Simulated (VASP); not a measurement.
# Be2C3 (Fm-3m) in VASP: further runs, part 2 of 2

VASP 6.6.1. The steps go on from the part before.

**3. Relaxation of cell and atoms, PBE**

The input, INCAR:

```
PREC = Accurate ; ENCUT = 600
EDIFF = 1E-6 ; ISMEAR = 0
SIGMA = 0.1 ; LREAL = False
LASPH = True ; NELM = 60
ALGO = Normal ; ISIF = 3
LWAVE = False ; LCHARG = False
GGA = PE ; IBRION = 2
NSW = 90 ; EDIFFG = -0.04
```

The input, KPOINTS:

```
Automatic mesh
0
Gamma
  4 4 4
```

The input, POSCAR:

```
Be2C3
1.0
    0.0000000000      3.8547735500      3.8547735500
    3.8547735500      0.0000000000      3.8547735500
    3.8547735500      3.8547735500      0.0000000000
Be C
4 6
Direct
    0.5000000000      0.5000000000      0.5000000000
    0.2500000000      0.2500000000      0.2500000000
    0.7500000000      0.7500000000      0.7500000000
    0.0000000000      0.0000000000      0.0000000000
    0.2887771000      0.7112229000      0.7112229000
    0.7112229000      0.2887771000      0.2887771000
    0.7112229000      0.2887771000      0.7112229000
    0.2887771000      0.7112229000      0.2887771000
    0.7112229000      0.7112229000      0.2887771000
    0.2887771000      0.2887771000      0.7112229000
```

Potentials or basis: VASP PAW PBE potentials, release 64 (Be, C).

The run is started by

```
cat potpaw_PBE.64/Be/POTCAR potpaw_PBE.64/C/POTCAR > POTCAR
mpirun -np 1 vasp_std > vasp.out
```

OUTCAR:

```text
PREC = Accurate
   ENCUT = 600
   EDIFF = 1E-6
   ISMEAR = 0
   LREAL = False
   LASPH = True
   NELM = 60
   ISIF = 3
   GGA = PE
   IBRION = 2
   NSW = 90
   EDIFFG = -0.04

 ion  position               nearest neighbor table
   1  0.500  0.500  0.500-   5 1.63   6 1.63   7 1.63   8 1.63   9 1.63  10 1.63
   2  0.250  0.250  0.250-
   3  0.750  0.750  0.750-
   4  0.000  0.000  0.000-   5 2.23   6 2.23   7 2.23   8 2.23   9 2.23  10 2.23
   5  0.289  0.711  0.711-   1 1.63   4 2.23
   6  0.711  0.289  0.289-   1 1.63   4 2.23
   7  0.711  0.289  0.711-   1 1.63   4 2.23
   8  0.289  0.711  0.289-   1 1.63   4 2.23
   9  0.711  0.711  0.289-   1 1.63   4 2.23
  10  0.289  0.289  0.711-   1 1.63   4 2.23

  LATTYP: Found a face centered cubic cell.
 ALAT       =     7.7095471000

  Lattice vectors:

 A1 = (   0.0000000000,   3.8547735500,   3.8547735500)
 A2 = (   3.8547735500,   0.0000000000,   3.8547735500)
 A3 = (   3.8547735500,   3.8547735500,   0.0000000000)

Analysis of symmetry for initial positions (statically):
=====================================================================
 Subroutine PRICEL returns:
 Original cell was already a primitive cell.

 Routine SETGRP: Setting up the symmetry group for a
 face centered cubic supercell.

 Subroutine GETGRP returns: Found 48 space group operations
 (whereof 48 operations were pure point group operations)
 out of a pool of 48 trial point group operations.

The static configuration has the point symmetry O_h .

Analysis of symmetry for dynamics (positions and initial velocities):
=====================================================================
 Subroutine PRICEL returns:
 Original cell was already a primitive cell.

 Routine SETGRP: Setting up the symmetry group for a
 face centered cubic supercell.

 Subroutine GETGRP returns: Found 48 space group operations
 (whereof 48 operations were pure point group operations)
 out of a pool of 48 trial point group operations.

The dynamic configuration has the point symmetry O_h .

 Subroutine INISYM returns: Found 48 space group operations
 (whereof 48 operations are pure point group operations),
 and found     1 'primitive' translations

----------------------------------------------------------------------------------------

                                     Primitive cell

  volume of cell :     114.5583

  direct lattice vectors                    reciprocal lattice vectors
     0.000000000  3.854773550  3.854773550    -0.129709305  0.129709305  0.129709305
     3.854773550  0.000000000  3.854773550     0.129709305 -0.129709305  0.129709305
     3.854773550  3.854773550  0.000000000     0.129709305  0.129709305 -0.129709305

  length of vectors
     5.451473034  5.451473034  5.451473034     0.224663107  0.224663107  0.224663107

  position of ions in fractional coordinates (direct lattice)
     0.500000000  0.500000000  0.500000000
     0.250000000  0.250000000  0.250000000
     0.750000000  0.750000000  0.750000000
     0.000000000  0.000000000  0.000000000
     0.288777100  0.711222900  0.711222900
     0.711222900  0.288777100  0.288777100
     0.711222900  0.288777100  0.711222900
     0.288777100  0.711222900  0.288777100
     0.711222900  0.711222900  0.288777100
     0.288777100  0.288777100  0.711222900

  ion indices of the primitive-cell ions
   primitive index   ion index
                 1           1
                 2           2
                 3           3
                 4           4
                 5           5
                 6           6
                 7           7
                 8           8
                 9           9
                10          10

----------------------------------------------------------------------------------------

 KPOINTS: Automatic mesh

Automatic generation of k-mesh.
 Grid dimensions read from file:
 generate k-points for:    4    4    4

 Generating k-lattice:

  Cartesian coordinates                     Fractional coordinates (reciprocal lattice)
    -0.032427326  0.032427326  0.032427326     0.250000000  0.000000000  0.000000000
     0.032427326 -0.032427326  0.032427326     0.000000000  0.250000000  0.000000000
     0.032427326  0.032427326 -0.032427326     0.000000000  0.000000000  0.250000000

  Length of vectors
     0.056165777  0.056165777  0.056165777

  Shift w.r.t. Gamma in fractional coordinates (k-lattice)
     0.000000000  0.000000000  0.000000000

 Subroutine IBZKPT returns following result:
 ===========================================

 Found      8 irreducible k-points:

 Following reciprocal coordinates:
            Coordinates               Weight
  0.000000  0.000000  0.000000      1.000000
  0.250000  0.000000  0.000000      8.000000
  0.500000  0.000000  0.000000      4.000000
  0.250000  0.250000  0.000000      6.000000
  0.500000  0.250000  0.000000     24.000000
 -0.250000  0.250000  0.000000     12.000000
  0.500000  0.500000  0.000000      3.000000
 -0.250000  0.500000  0.250000      6.000000
   k-points           NKPTS =      8   k-points in BZ     NKDIM =      8   number of bands    NBANDS=     22
   number of dos      NEDOS =    301   number of ions     NIONS =     10
   total plane-waves  NPLWV = 110592
   dimension x,y,z NGX =    48 NGY =   48 NGZ =   48
   dimension x,y,z NGXF=    96 NGYF=   96 NGZF=   96
   ions per type =               4   6
   NGX,Y,Z   is equivalent  to a cutoff of  14.64, 14.64, 14.64 a.u.
   NGXF,Y,Z  is equivalent  to a cutoff of  29.28, 29.28, 29.28 a.u.
 SYSTEM =  unknown system
   PREC   = accura    normal or accurate (medium, high low for compatibility)
   ISTART =      0    job   : 0-new  1-cont  2-samecut
   ICHARG =      2    charge: 1-file 2-atom 10-const
   ISPIN  =      1    spin polarized calculation?
   LNONCOLLINEAR =      F non collinear calculations
   LSORBIT =      F    spin-orbit coupling
   LASPH  =      T    aspherical Exc in radial PAW
   ENCUT  =  600.0 eV  44.10 Ry    6.64 a.u.  10.89 10.89 10.89*2*pi/ulx,y,z
   NELM   =     60;   NELMIN=  2; NELMDL= -5     # of ELM steps
   EDIFF  = 0.1E-05   stopping-criterion for ELM
   LREAL  =      F    real-space projection
   EDIFFG = -.4E-01   stopping-criterion for IOM
   NSW    =     90    number of steps for IOM
   IBRION =      2    ionic relax: 0-MD 1-quasi-New 2-CG
   NFREE  =      1    steps in history (QN), initial steepest desc. (CG)
   ISIF   =      3    stress and relaxation
   ISYM   =      2    0-nonsym 1-usesym 2-fastsym
   POTIM  = 0.5000    time-step for ionic-motion
   TEBEG  =    0.0;   TEEND  =   0.0 temperature during run
   PSTRESS=    0.0 pullay stress
   NELECT =      32.0000    total number of electrons
   NUPDOWN=      -1.0000    fix difference up-down
   EMIN   =  10.00;   EMAX   =-10.00  energy-range for DOS
   EFERMI =   0.00;   METHOD = LEGACY
   ISMEAR =     0;   SIGMA  =   0.10  broadening in eV -4-tet -1-fermi 0-gaus
   EFERMI_NEDOS =   21; number of points for ismear=-14 and -15
   IALGO  =     38    algorithm
   IMIX   =      4    mixing-type and parameters
     AMIX     =   0.40;   BMIX     =  1.00
     AMIX_MAG =   1.60;   BMIX_MAG =  1.00
  volume/ion in A,a.u.               =      11.46        77.31
  Fermi-wavevector in a.u.,A,eV,Ry     =   1.070161  2.022312 15.582010  1.145245
  Thomas-Fermi vector in A             =   2.205863
   LORBIT       =      0    0 simple, 1 ext, 2 COOP (PROOUT), +10 PAW based schemes
   GGA     = PE    functional components
   LHFCALC =     F    Hartree Fock is set to
   AEXX    =    0.0000 exact exchange contribution
   IVDW    =     0    specifies the selected vdW correction
   LEPSILON=     F    determine dielectric tensor
   LRPA    =     F    only Hartree local field effects (RPA)
 conjugate gradient relaxation of ions
 non-spin polarized calculation
 Gauss-broadening in eV      SIGMA  =   0.10
  energy-cutoff  :      600.00
  volume of cell :      114.56
 maximum number of plane-waves:      3860
 NGX is ok and might be reduce to    48
   NGX = 21   NGY = 21   NGZ = 21

--------------------------------------- Ionic step        1  -------------------------------------------

 number of electron      32.0000000 magnetization

 Free energy of the ion-electron system (eV)
  ---------------------------------------------------
  ext. energy  EPLUGINS =         0.00000000
  ---------------------------------------------------
  free energy    TOTEN  =       -41.22846583 eV

  energy without entropy =      -41.18124977  energy(sigma->0) =      -41.20485780

 E-fermi :   3.4424     XC(G=0):  -9.8148

 val. band max:        3.4094446333   @ k =   0.2500   0.2500   0.0000
 cond. band min:       3.4943498807   @ k =  -0.2500   0.5000   0.2500
 fundamental gap:      0.0849052473
 Fermi energy:         3.4424255255

 k-point     1 :       0.0000    0.0000    0.0000
  band No.  band energies     occupation
      1     -10.9447      2.00000
      2      -7.1828      2.00000
      3      -7.1828      2.00000
      4      -7.1828      2.00000
      5      -3.8227      2.00000
      6      -3.8227      2.00000
[... 362 lines left out ...]
  energy  without entropy=      -45.8790118005  energy(sigma->0) =      -45.88143151

--------------------------------------- Ionic step        5  -------------------------------------------

 number of electron      32.0000000 magnetization

 Free energy of the ion-electron system (eV)
  ---------------------------------------------------
  ext. energy  EPLUGINS =         0.00000000
  ---------------------------------------------------
  free energy    TOTEN  =       -45.89716776 eV

  energy without entropy =      -45.89218569  energy(sigma->0) =      -45.89467672

 E-fermi :   5.8404     XC(G=0): -11.0501

 val. band max:        5.7115371453   @ k =   0.2500   0.0000   0.0000
 cond. band min:       5.9637127521   @ k =  -0.2500   0.2500   0.0000
 fundamental gap:      0.2521756068
 Fermi energy:         5.8404304618

 k-point     1 :       0.0000    0.0000    0.0000
  band No.  band energies     occupation
      1      -9.5001      2.00000
      2      -4.6099      2.00000
      3      -4.6099      2.00000
      4      -4.6099      2.00000
      5      -2.1931      2.00000
      6      -1.3792      2.00000
[... 226 lines left out ...]
  FREE ENERGIE OF THE ION-ELECTRON SYSTEM (eV)
  ---------------------------------------------------
  free  energy   TOTEN  =       -45.8971677553 eV

  energy  without entropy=      -45.8921856885  energy(sigma->0) =      -45.89467672

 reached required accuracy - stopping structural energy minimisation
```

Run time: 1.9 min. Hardware: 1 thread of AMD EPYC 9R45 (Zen 5), shared host; peak memory 0.3 GiB.

What came out:

```
Free energy                            : -45.8972 eV
Relaxed volume                         : 8.55 Å³/atom
Relaxed cell                           : a = 4.945 Å, b = 4.945 Å, c = 4.945 Å, α = 60.00°, β = 60.00°, γ = 60.00°
Space group after relaxing (to 0.05 Å) : Pm-3m (No. 221)
Energy gained by relaxing              : 466.9 meV/atom
Ionic steps                            : 5
Pressure after relaxing                : -0.1 GPa
Largest force after relaxing           : 0.006 eV/Å
Band gap on the k mesh                 : zero (band 16 reaches 7.08 eV, above the bottom of band 17 at 4.87 eV)
```

Forces in eV/Å, atoms in the order of the input:
```
Be   0.000  0.000  0.000
Be   0.000  0.000  0.000
Be   0.000  0.000  0.000
Be   0.000  0.000  0.000
C    0.006  0.000  0.000
C   -0.006  0.000  0.000
C    0.000  0.006  0.000
C    0.000 -0.006  0.000
C    0.000  0.000  0.006
C    0.000  0.000 -0.006
```

Step by step:
```tsv
step	energy change (eV)	largest force (eV/Å)	pressure (GPa)	volume (Å³)
1	0.0000	2.7280	-12.10	114.56
2	-2.8515	1.8311	-11.39	100.80
3	-4.6448	0.3369	2.21	84.14
4	-4.6554	0.2290	-1.63	86.50
5	-4.6687	0.0058	-0.14	85.51
```

Final structure:
```yaml
crystal:
  lattice:
    - [0.00000, 3.49677, 3.49677]
    - [3.49677, 0.00000, 3.49677]
    - [3.49677, 3.49677, 0.00000]
  atoms:
    - { symbol: Be, position: [0.50000, 0.50000, 0.50000] }
    - { symbol: Be, position: [0.25000, 0.25000, 0.25000] }
    - { symbol: Be, position: [0.75000, 0.75000, 0.75000] }
    - { symbol: Be, position: [0.00000, 0.00000, 0.00000] }
    - { symbol: C, position: [0.25004, 0.74996, 0.74996] }
    - { symbol: C, position: [0.74996, 0.25004, 0.25004] }
    - { symbol: C, position: [0.74996, 0.25004, 0.74996] }
    - { symbol: C, position: [0.25004, 0.74996, 0.25004] }
    - { symbol: C, position: [0.74996, 0.74996, 0.25004] }
    - { symbol: C, position: [0.25004, 0.25004, 0.74996] }
```

Levels at points of the mesh, in eV from the Fermi level:
```csv
k point,band 12,band 13,band 14,band 15,band 16,band 17,band 18,band 19,band 20,band 21
"(0.00, 0.00, 0.00)",-5.91,-5.91,-0.17,1.22,1.24,1.24,1.24,1.45,1.45,1.45
"(0.50, 0.00, 0.00)",-3.18,-2.57,-2.57,-0.98,-0.98,-0.97,-0.97,2.46,2.52,2.56
"(0.50, 0.50, 0.00)",-1.69,-1.69,-1.53,-0.77,-0.75,-0.75,-0.72,-0.72,-0.52,1.96
```

Caveat: the volume moved by over 15 % at a fixed basis, so the end points are rough.
